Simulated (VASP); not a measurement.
Write the native input for VASP 6.6.1 that does the following.

```yaml
Task: single point
Functional: PBE
Potentials_or_basis: VASP PAW PBE potentials, release 64 (Cu)
Cutoff: 520 eV
k_mesh: 17 × 17 × 16
Occupations: fermi-dirac, width 0.05 eV
Spin: no spin polarisation
Dipole_correction: no
k_mesh_for_the_DOS: 26 × 26 × 24
Occupations_for_the_DOS: tetrahedron
Further_INCAR_settings: ALGO = Normal; EDIFF = 1e-06; NBANDS = 12
```

Crystal: Cu.

```xyz
1
Lattice="2.3557 0.0000 0.0000 -1.1778 2.0401 0.0000 0.0000 0.0000 2.2741" Properties=species:S:1:pos:R:3 pbc="T T T"
Cu    0.0000    0.0000    0.0000
```

This isn't the form of Cu at room conditions, which is fcc.

The input as run:

POSCAR

```
Cu
1.0
    2.3556972622      0.0000000000      0.0000000000
   -1.1778486311      2.0400936727      0.0000000000
    0.0000000000      0.0000000000      2.2741441004
Cu
1
Direct
    0.0000000000      0.0000000000      0.0000000000
```

INCAR.step1

```
PREC = Accurate
ENCUT = 520
EDIFF = 1E-6
ISMEAR = -1
SIGMA = 0.05
LREAL = False
LASPH = True
NELM = 80
ALGO = Normal
ISIF = 2
LWAVE = False
LCHARG = True
LMAXMIX = 4
GGA = PE
NBANDS = 12
```

KPOINTS.step1

```
Automatic mesh
0
Gamma
  17 17 16
```

INCAR.step2

```
PREC = Accurate
ENCUT = 520
EDIFF = 1E-6
ISMEAR = -5
SIGMA = 0.05
LREAL = False
LASPH = True
NELM = 80
ALGO = Normal
ISIF = 2
LWAVE = False
LCHARG = False
LMAXMIX = 4
GGA = PE
LORBIT = 10
NBANDS = 12
NEDOS = 1001
ICHARG = 11
```

KPOINTS.step2

```
Automatic mesh
0
Gamma
  26 26 24
```

Potentials or basis: VASP PAW PBE potentials, release 64 (Cu).

Launch:

```console
$ cat potpaw_PBE.64/Cu/POTCAR > POTCAR
$ cp INCAR.step1 INCAR
$ cp KPOINTS.step1 KPOINTS
$ mpirun -np 1 vasp_std > vasp.out
$ cp INCAR.step2 INCAR
$ cp KPOINTS.step2 KPOINTS
$ mpirun -np 1 vasp_std > vasp.out
```

It gave:

```
Valence electrons inside the program's atomic spheres : Cu 10.19
```

It took 110 s on 1 thread of Intel Xeon 8259CL, with other jobs on the host, peak memory 0.25 GiB.
